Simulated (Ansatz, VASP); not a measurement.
## One calculation of Yb, two programs

```xyz
1
Lattice="0.0000 2.6152 2.6152 2.6152 0.0000 2.6152 2.6152 2.6152 0.0000" Properties=species:S:1:pos:R:3 pbc="T T T"
Yb    0.0000    0.0000    0.0000
```

Alike in both runs: task single point; functional PBE; k mesh 10 × 10 × 10; occupations methfessel-paxton of order 1, width 1 eV; no spin polarisation.

|  | VASP | Ansatz |
| --- | --- | --- |
| version | VASP 6.6.1 | Ansatz 0.2.0 |
| potentials or method | VASP PAW PBE potentials, release 64 (Yb), cutoff 520 eV | plane waves (420 eV) with PAW, scalar-relativistic |
| valence electrons in the cell | 24 | 24 |

```csv
,VASP,Ansatz,Ansatz less VASP
pressure (GPa),-0.1,-0.1,+0.02
```

With one functional, cell and mesh, what is left measures potentials, basis and numerics.

Spin-orbit coupling is off throughout.
